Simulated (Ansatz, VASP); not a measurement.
# Two plane-wave programs on Zr

File INCAR:

```
SYSTEM = Zr
ALGO = Normal
EDIFF = 1E-7
ENCUT = 520
GGA = CA
ISIF = 2
ISMEAR = -1
LASPH = .True.
LCHARG = .True.
LELF = .True.
LREAL = .False.
LVHAR = .True.
LWAVE = .False.
NBANDS = 19
NELM = 80
PREC = Accurate
SIGMA = 0.1
```

Contents of KPOINTS:

```
k-points
0
Gamma
  10 10 10
  0 0 0
```

Contents of POSCAR:

```
Zr
1.0
    0.0000000000      3.0668925569      3.0668925569
    3.0668925569      0.0000000000      3.0668925569
    3.0668925569      3.0668925569      0.0000000000
Zr
2
Direct
    0.1250000000      0.1250000000      0.1250000000
    0.8750000000      0.8750000000      0.8750000000
```

Input for Ansatz:

```yaml
crystal:
  lattice:
    - [0.0, 3.0668925569, 3.0668925569]
    - [3.0668925569, 0.0, 3.0668925569]
    - [3.0668925569, 3.0668925569, 0.0]
  atoms:
    - { symbol: Zr, position: [0.125, 0.125, 0.125] }
    - { symbol: Zr, position: [0.875, 0.875, 0.875] }
hamiltonian:
  xc: lda
  pseudopotentials:
    kind: paw
    azcp:
      Zr: "pseudopotentials/Zr.paw.azcp"
basis:
  ecutwfc: 420
  fft_grid_basis: typed
kpoints:
  mp_grid: { grid: [10, 10, 10], shift: [0, 0, 0] }
magnetization:
  spin_polarized: false
scf:
  occupations: { method: fermi_dirac, width: 0.1 }
  lower_state_search: "off"
output:
  stress: true
```

Alike in both runs: task single point; functional LDA; k mesh 10 × 10 × 10; occupations fermi-dirac, width 0.1 eV; no spin polarisation.

|  | VASP | Ansatz |
| --- | --- | --- |
| version | VASP 6.6.1 | Ansatz 0.2.0 |
| potentials or method | VASP PAW LDA potentials, release 64 (Zr_sv), cutoff 520 eV | plane waves (420 eV) with PAW, scalar-relativistic |
| valence electrons in the cell | 24 | 24 |

|  | VASP | Ansatz | Ansatz less VASP |
| --- | --- | --- | --- |
| pressure (GPa) | -1.4 | -1.5 | -0.08 |

Ansatz warns that its potentials were made for another functional, while VASP's fit it. LDA's correlation is that of Perdew and Zunger in VASP and of Perdew and Wang (1992) in Ansatz.
